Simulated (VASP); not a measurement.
# C (P2_1/m) in VASP: notebook

Runs on C. Level: PBE. Tasks: single point.

Everything below comes from runs of VASP 6.6.1. Logs are shortened: lines on timing, memory, paths and dates and some standing lists are left out, and cuts for length are marked.

## (1) The cell of the first run

The structure is monoclinic, space group P2_1/m (No. 11). Conventional cell: a = 2.351 Å, b = 8.565 Å, c = 2.438 Å, α = 90.00°, β = 118.83°, γ = 90.00°. Within 1.8 Å of C (site symmetry m) lie 3 C at 1.37 to 1.42 Å. C (site symmetry m) has 3 C at 1.37 to 1.42 Å within 1.8 Å.

## (2) Single point, PBE (atoms displaced along a vibrational mode, the cell strained)

File INCAR:

```
ALGO     = Normal         # electronic algorithm
EDIFF    = 1E-6           # SCF threshold, eV
ENCUT    = 520            # plane-wave cutoff, eV
GGA      = PE             # functional
ISIF     = 2              # what is computed and relaxed
ISMEAR   = 0              # smearing method
LASPH    = T              # aspherical terms in the spheres
LCHARG   = F              # write CHGCAR
LREAL    = F              # projectors in reciprocal space
LWAVE    = F              # write WAVECAR
NBANDS   = 16             # bands
NELM     = 100            # most SCF steps
PREC     = Accurate       # precision mode
SIGMA    = 0.15           # smearing width, eV
```

File KPOINTS:

```
k-points
0
Gamma
  18 18 6
```

File POSCAR:

```
C
1.0
    2.3513364993      0.0000000000      0.0000000000
   -1.1756682496      2.1360716891      0.0000000000
    0.0000000000      0.0000000000      8.5653080463
C
4
Direct
   -0.1731148902      0.0000000000      0.0025000000
    0.1731148902      0.0000000000      0.5025000000
    0.1602151513      0.6666666667      0.0025000000
    0.8397848487      0.3333333333      0.5025000000
```

Potentials or basis: VASP PAW PBE potentials, release 64 (C).

Launch:

```sh
$ cat potpaw_PBE.64/C/POTCAR > POTCAR
$ mpirun -np 1 vasp_std > vasp.out
```

OUTCAR:

```text
EDIFF = 1E-6
   ENCUT = 520
   GGA = PE
   ISIF = 2
   ISMEAR = 0
   LASPH = T
   LREAL = F
   NELM = 100
   PREC = Accurate

 ion  position               nearest neighbor table
   1  0.827  0.000  0.002-   3 1.37   3 1.37   3 1.42
   2  0.173  0.000  0.502-   4 1.37   4 1.37   4 1.42
   3  0.160  0.667  0.002-   1 1.37   1 1.37   1 1.42
   4  0.840  0.333  0.502-   2 1.37   2 1.37   2 1.42

  LATTYP: Found a base centered orthorhombic cell.
 ALAT       =     2.3513364993
 B/A-ratio  =     1.8169000394
 C/A-ratio  =     3.6427402241

  Lattice vectors:

 A1 = (   1.1756682496,  -2.1360716891,   0.0000000000)
 A2 = (   1.1756682497,   2.1360716891,   0.0000000000)
 A3 = (   0.0000000000,   0.0000000000,   8.5653080463)

Analysis of symmetry for initial positions (statically):
=====================================================================
 Subroutine PRICEL returns:
 Original cell was already a primitive cell.

 Routine SETGRP: Setting up the symmetry group for a
 base centered orthorhombic supercell.

 Subroutine GETGRP returns: Found  4 space group operations
 (whereof  1 operations were pure point group operations)
 out of a pool of  8 trial point group operations.

The static configuration has the point symmetry C_1 .
 The point group associated with its full space group is C_2h.

Analysis of symmetry for dynamics (positions and initial velocities):
=====================================================================
 Subroutine PRICEL returns:
 Original cell was already a primitive cell.

 Routine SETGRP: Setting up the symmetry group for a
 base centered orthorhombic supercell.

 Subroutine GETGRP returns: Found  4 space group operations
 (whereof  1 operations were pure point group operations)
 out of a pool of  8 trial point group operations.

The dynamic configuration has the point symmetry C_1 .
 The point group associated with its full space group is C_2h.

 Subroutine INISYM returns: Found  4 space group operations
 (whereof  1 operations are pure point group operations),
 and found     1 'primitive' translations

----------------------------------------------------------------------------------------

                                     Primitive cell

  volume of cell :      43.0203

  direct lattice vectors                    reciprocal lattice vectors
     2.351336499  0.000000000  0.000000000     0.425290043  0.234074541  0.000000000
    -1.175668250  2.136071689  0.000000000     0.000000000  0.468149082  0.000000000
     0.000000000  0.000000000  8.565308046     0.000000000  0.000000000  0.116750033

  length of vectors
     2.351336499  2.438236677  8.565308046     0.485450833  0.468149082  0.116750033

  position of ions in fractional coordinates (direct lattice)
     0.826885110  0.000000000  0.002500000
     0.173114890  0.000000000  0.502500000
     0.160215151  0.666666667  0.002500000
     0.839784849  0.333333333  0.502500000

  ion indices of the primitive-cell ions
   primitive index   ion index
                 1           1
                 2           2
                 3           3
                 4           4

----------------------------------------------------------------------------------------

 KPOINTS: k-points

Automatic generation of k-mesh.
 Grid dimensions read from file:
 generate k-points for:   18   18    6

 Generating k-lattice:

  Cartesian coordinates                     Fractional coordinates (reciprocal lattice)
     0.023627225  0.013004141  0.000000000     0.055555556  0.000000000  0.000000000
     0.000000000  0.026008282  0.000000000     0.000000000  0.055555556  0.000000000
     0.000000000  0.000000000  0.019458339     0.000000000  0.000000000  0.166666667

  Length of vectors
     0.026969491  0.026008282  0.019458339

  Shift w.r.t. Gamma in fractional coordinates (k-lattice)
     0.000000000  0.000000000  0.000000000

 Subroutine IBZKPT returns following result:
 ===========================================

 Found    656 irreducible k-points:

 Following reciprocal coordinates:
            Coordinates               Weight
  0.000000  0.000000  0.000000      1.000000
  0.055556 -0.000000  0.000000      2.000000
  0.055556 -0.055556  0.000000      2.000000
  0.111111 -0.000000  0.000000      2.000000
  0.111111 -0.111111  0.000000      2.000000
  0.166667 -0.000000  0.000000      2.000000
[... 16 lines left out ...]
  0.111111  0.055556  0.000000      2.000000
  0.111111 -0.166667  0.000000      2.000000
 [... further k-points ...]
   k-points           NKPTS =    656   k-points in BZ     NKDIM =    656   number of bands    NBANDS=     16
   number of dos      NEDOS =    301   number of ions     NIONS =      4
   total plane-waves  NPLWV =  20736
   dimension x,y,z NGX =    18 NGY =   18 NGZ =   64
   dimension x,y,z NGXF=    36 NGYF=   36 NGZF=  128
   ions per type =               4
   NGX,Y,Z   is equivalent  to a cutoff of  12.73, 12.27, 12.42 a.u.
   NGXF,Y,Z  is equivalent  to a cutoff of  25.45, 24.55, 24.84 a.u.
 SYSTEM =  unknown system
   PREC   = accura    normal or accurate (medium, high low for compatibility)
   ISTART =      0    job   : 0-new  1-cont  2-samecut
   ICHARG =      2    charge: 1-file 2-atom 10-const
   ISPIN  =      1    spin polarized calculation?
   LNONCOLLINEAR =      F non collinear calculations
   LSORBIT =      F    spin-orbit coupling
   LASPH  =      T    aspherical Exc in radial PAW
   ENCUT  =  520.0 eV  38.22 Ry    6.18 a.u.   4.37  4.53 15.93*2*pi/ulx,y,z
   NELM   =    100;   NELMIN=  2; NELMDL= -5     # of ELM steps
   EDIFF  = 0.1E-05   stopping-criterion for ELM
   LREAL  =      F    real-space projection
   EDIFFG = 0.1E-04   stopping-criterion for IOM
   NSW    =      0    number of steps for IOM
   IBRION =     -1    ionic relax: 0-MD 1-quasi-New 2-CG
   NFREE  =      0    steps in history (QN), initial steepest desc. (CG)
   ISIF   =      2    stress and relaxation
   ISYM   =      2    0-nonsym 1-usesym 2-fastsym
   POTIM  = 0.5000    time-step for ionic-motion
   TEBEG  =    0.0;   TEEND  =   0.0 temperature during run
   PSTRESS=    0.0 pullay stress
   NELECT =      16.0000    total number of electrons
   NUPDOWN=      -1.0000    fix difference up-down
   EMIN   =  10.00;   EMAX   =-10.00  energy-range for DOS
   EFERMI =   0.00;   METHOD = LEGACY
   ISMEAR =     0;   SIGMA  =   0.15  broadening in eV -4-tet -1-fermi 0-gaus
   EFERMI_NEDOS =   21; number of points for ismear=-14 and -15
   IALGO  =     38    algorithm
   IMIX   =      4    mixing-type and parameters
     AMIX     =   0.40;   BMIX     =  1.00
     AMIX_MAG =   1.60;   BMIX_MAG =  1.00
  volume/ion in A,a.u.               =      10.76        72.58
  Fermi-wavevector in a.u.,A,eV,Ry     =   1.177309  2.224791 18.858428  1.386055
  Thomas-Fermi vector in A             =   2.313657
   LORBIT       =      0    0 simple, 1 ext, 2 COOP (PROOUT), +10 PAW based schemes
   GGA     = PE    functional components
   LHFCALC =     F    Hartree Fock is set to
   AEXX    =    0.0000 exact exchange contribution
   IVDW    =     0    specifies the selected vdW correction
   LEPSILON=     F    determine dielectric tensor
   LRPA    =     F    only Hartree local field effects (RPA)
 non-spin polarized calculation
 Gauss-broadening in eV      SIGMA  =   0.15
  energy-cutoff  :      520.00
  volume of cell :       43.02
 maximum number of plane-waves:      1188
 NGX is ok and might be reduce to    18
   NGX =  9   NGY =  9   NGZ = 31

 number of electron      15.9999999 magnetization

 Free energy of the ion-electron system (eV)
  ---------------------------------------------------
  ext. energy  EPLUGINS =         0.00000000
  ---------------------------------------------------
  free energy    TOTEN  =       -36.61354092 eV

  energy without entropy =      -36.61349927  energy(sigma->0) =      -36.61352009

 E-fermi :   3.1486     XC(G=0):  -8.8075

 val. band max:        2.8899779673   @ k =   0.3333   0.3333   0.0000
 cond. band min:       3.3983590080   @ k =   0.3333   0.3333   0.0000
 fundamental gap:      0.5083810407
 Fermi energy:         3.1485618839

 k-point     1 :       0.0000    0.0000    0.0000
  band No.  band energies     occupation
      1     -16.9672      2.00000
      2     -16.9349      2.00000
      3      -5.1759      2.00000
      4      -4.7293      2.00000
      5      -0.0057      2.00000
      6      -0.0052      2.00000
[... 8 lines left out ...]
     15      13.1652      0.00000
     16      15.4400      0.00000

 k-point     2 :       0.0556   -0.0000    0.0000
  band No.  band energies     occupation
      1     -16.8893      2.00000
      2     -16.8571      2.00000
      3      -5.0803      2.00000
      4      -4.6354      2.00000
      5      -0.2011      2.00000
      6      -0.2002      2.00000
[... 8 lines left out ...]
     15      13.2911      0.00000
     16      15.1659      0.00000

 k-point     3 :       0.0556   -0.0556    0.0000
  band No.  band energies     occupation
      1     -16.8893      2.00000
      2     -16.8571      2.00000
      3      -5.0803      2.00000
      4      -4.6354      2.00000
      5      -0.2012      2.00000
      6      -0.2003      2.00000
[... 8 lines left out ...]
     15      13.2911      0.00000
     16      15.1583      0.00000

 k-point     4 :       0.1111   -0.0000    0.0000
  band No.  band energies     occupation
      1     -16.6557      2.00000
      2     -16.6241      2.00000
      3      -4.7944      2.00000
      4      -4.3546      2.00000
      5      -0.8880      2.00000
      6      -0.8854      2.00000
[... 8 lines left out ...]
     15      13.6167      0.00000
     16      14.3830      0.00000
[... 324 lines left out ...]
 k-point    22 :       0.0556   -0.1111    0.0000
  band No.  band energies     occupation
      1     -16.7446      2.00000
      2     -16.7128      2.00000
      3      -4.9043      2.00000
      4      -4.4629      2.00000
      5      -0.8242      2.00000
      6      -0.8219      2.00000
[... 8 lines left out ...]
     15      13.5019      0.00000
     16      14.5835      0.00000

 k-point    23 :       0.1111    0.0556    0.0000
  band No.  band energies     occupation
      1     -16.4393      2.00000
      2     -16.4083      2.00000
      3      -4.5321      2.00000
      4      -4.0975      2.00000
      5      -1.5964      2.00000
      6      -1.5941      2.00000
[... 8 lines left out ...]
     15      13.9000      0.00000
     16      14.1330      0.00000

 k-point    24 :       0.1111   -0.1667    0.0000
  band No.  band energies     occupation
      1     -16.4394      2.00000
      2     -16.4083      2.00000
      3      -4.5320      2.00000
      4      -4.0976      2.00000
      5      -1.5972      2.00000
      6      -1.5936      2.00000
[... 8 lines left out ...]
     15      13.9022      0.00000
     16      14.1287      0.00000

 [... further k-points ...]

------------------------ aborting loop because EDIFF is reached ----------------------------------------

  FORCE on cell =-STRESS in cart. coord.  units (eV):
  Direction    XX          YY          ZZ          XY          YZ          ZX
  --------------------------------------------------------------------------------------
  -------------------------------------------------------------------------------------
  Total       12.3279315      2.1533460     -0.0025406      0.0000963      0.0000000      0.0000000
  in kB      459.1210449     80.1956496     -0.0946175      0.0035847      0.0000000      0.0000000
  external PRESSURE =     179.7406924 kB  Pullay stress =       0.0000000 kB

 VOLUME and BASIS-vectors are now :
 -----------------------------------------------------------------------------
  energy-cutoff  :      520.00
  volume of cell :       43.02
      direct lattice vectors                 reciprocal lattice vectors
     2.351336499  0.000000000  0.000000000     0.425290043  0.234074541  0.000000000
    -1.175668250  2.136071689  0.000000000     0.000000000  0.468149082  0.000000000
     0.000000000  0.000000000  8.565308046     0.000000000  0.000000000  0.116750033

 POSITION                                       TOTAL-FORCE (eV/Angst)
 -----------------------------------------------------------------------------------
      1.94429      0.00000      0.02141         0.001121      0.755239      0.000000
      0.40705      0.00000      4.30407        -0.001121     -0.755239      0.000000
     -0.40706      1.42405      0.02141         0.000030     -0.756891      0.000000
      1.58273      0.71202      4.30407        -0.000030      0.756891      0.000000
 -----------------------------------------------------------------------------------
    total drift:                               -0.000000     -0.000000     -0.000010

  FREE ENERGIE OF THE ION-ELECTRON SYSTEM (eV)
  ---------------------------------------------------
  free  energy   TOTEN  =       -36.6135409151 eV

  energy  without entropy=      -36.6134992656  energy(sigma->0) =      -36.61352009
```

It took 2.4 min on 1 thread of Intel Xeon 6975P-C (Granite Rapids), shared host; peak memory 0.4 GiB.

What came out:

| Property | Result |
| --- | --- |
| Free energy | -36.6135 eV |
| Pressure | 18.0 GPa |
| Largest force | 0.757 eV/Å |

Forces on the atoms (eV/Å):
```
C    0.001  0.755  0.000
C   -0.001 -0.755  0.000
C    0.000 -0.757  0.000
C    0.000  0.757  0.000
```

Stress tensor (GPa, compression positive):
```
45.91  0.00  0.00
 0.00  8.02  0.00
 0.00  0.00 -0.01
```

Caveat: the cell differs from its parent crystal (atoms displaced along a vibrational mode, the cell strained); the stress differs along the axes, from -0 to 46 GPa; this functional lacks dispersion, which binds layers or chains, so the pressure and a relaxed spacing across them are unreliable.

## (3) Single point, PBE

This run uses another cell than the first one, of 11.28 Å³/atom.

File INCAR:

```
PREC     = Accurate       # precision mode
ENCUT    = 520            # plane-wave cutoff, eV
EDIFF    = 1E-6           # SCF threshold, eV
ISMEAR   = 0              # smearing method
SIGMA    = 0.15           # smearing width, eV
LREAL    = F              # projectors in reciprocal space
LASPH    = T              # aspherical terms in the spheres
NELM     = 100            # most SCF steps
ALGO     = Normal         # electronic algorithm
ISIF     = 2              # what is computed and relaxed
LWAVE    = F              # write WAVECAR
LCHARG   = F              # write CHGCAR
GGA      = PE             # functional
NBANDS   = 16             # bands
```

File KPOINTS:

```
Automatic mesh
0
Gamma
  18 18 6
```

Edit POSCAR of step 2 so:

```diff
@@ -2,4 +2,4 @@
 1.0
-    2.3513364993      0.0000000000      0.0000000000
-   -1.1756682496      2.1360716891      0.0000000000
+    2.4665231295      0.0000000000      0.0000000000
+   -1.2332615647      2.1360716891      0.0000000000
     0.0000000000      0.0000000000      8.5653080463
```

Potentials or basis: VASP PAW PBE potentials, release 64 (C).

Launch:

```sh
$ cat potpaw_PBE.64/C/POTCAR > POTCAR
$ mpirun -np 1 vasp_std > vasp.out
```

Wall time 7 min (1 thread of Intel Xeon 8259CL, shared host); peak memory 0.42 GiB.

Results (log left out):

```yaml
Free_energy: -36.9046 eV
Pressure: 0.4 GPa
Band_gap_on_the_k_mesh: zero (filled and empty bands touch)
```

Stress tensor (GPa, compression positive):
```
 0.54 -0.01  0.00
-0.01  0.55  0.00
 0.00  0.00  0.00
```

Levels at points of the mesh, in eV from the Fermi level:
```csv
k point,band 4,band 5,band 6,band 7,band 8,band 9,band 10,band 11,band 12,band 13
"(0.00, 0.00, 0.00)",-7.37,-3.04,-3.04,-3.04,-3.04,3.07,6.34,8.30,8.30,8.31
"(0.50, 0.00, 0.00)",-13.22,-6.42,-6.42,-2.50,-2.22,1.47,1.89,7.35,7.37,10.54
"(0.00, 0.50, 0.00)",-13.23,-6.42,-6.42,-2.43,-2.29,1.58,1.80,7.35,7.38,10.61
"(0.50, 0.50, 0.00)",-13.23,-6.42,-6.42,-2.44,-2.29,1.57,1.80,7.35,7.37,10.60
"(0.00, 0.00, 0.50)",-7.62,-3.04,-3.04,-3.04,-3.04,4.32,4.32,8.30,8.30,8.30
"(0.50, 0.00, 0.50)",-13.23,-6.42,-6.42,-2.36,-2.36,1.67,1.67,7.36,7.36,11.58
"(0.00, 0.50, 0.50)",-13.23,-6.42,-6.42,-2.36,-2.36,1.67,1.67,7.36,7.36,11.44
"(0.50, 0.50, 0.50)",-13.23,-6.42,-6.42,-2.36,-2.36,1.67,1.67,7.36,7.36,11.45
```

Caveat: this functional lacks dispersion, which binds layers or chains, so the pressure and a relaxed spacing across them are unreliable.

(Part 1 of 2 ends here.)

The gap in the log of VASP goes by the Fermi energy; the results here count the filled bands.